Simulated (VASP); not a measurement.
MgB: single point with PBE

MgB:

```
CELL_PARAMETERS angstrom
4.18197 0.00000 0.00000
-2.09099 3.62170 0.00000
0.00000 0.00000 4.63190
ATOMIC_POSITIONS crystal
Mg 0.33333 0.66667 0.94106
Mg 0.66667 0.33333 0.44106
B 0.33333 0.66667 0.44104
B 0.66667 0.33333 0.94104
```

```json
{
 "Program": "VASP 6.6.1",
 "Task": "single point",
 "Functional": "PBE",
 "Potentials or basis": "VASP PAW PBE potentials, release 64 (Mg, B)",
 "Cutoff": "520 eV",
 "k mesh": "6 × 6 × 4",
 "Occupations": "gaussian, width 0.1 eV",
 "Spin": "no spin polarisation",
 "Dipole correction": "no",
 "Further INCAR settings": "ALGO = Normal; EDIFF = 1e-06; NBANDS = 13"
}
```

```yaml
Pressure: 0.1 GPa
Band_gap_on_the_k_mesh: zero (bands 5 and 6 overlap by 1.98 eV)
```

Stress tensor (GPa, compression positive):
```
 0.21  0.00  0.00
 0.00  0.21  0.00
 0.00  0.00 -0.01
```

Levels at points of the mesh, in eV from the Fermi level:
| k point | band 3 | band 4 | band 5 | band 6 | band 7 | band 8 |
| --- | --- | --- | --- | --- | --- | --- |
| (0.00, 0.00, 0.00) | -2.50 | -0.28 | -0.28 | 1.65 | 1.65 | 2.48 |
| (0.50, 0.00, 0.00) | -1.56 | -1.28 | -1.12 | 0.21 | 0.34 | 2.20 |
| (0.00, 0.00, 0.50) | 0.38 | 0.38 | 0.66 | 0.66 | 0.66 | 0.66 |
| (0.50, 0.00, 0.50) | -3.18 | -3.18 | 0.00 | 0.00 | 1.53 | 1.53 |

Wall time 18 s on 1 thread of Intel Xeon 8259CL (shared host), peak memory 0.19 GiB.
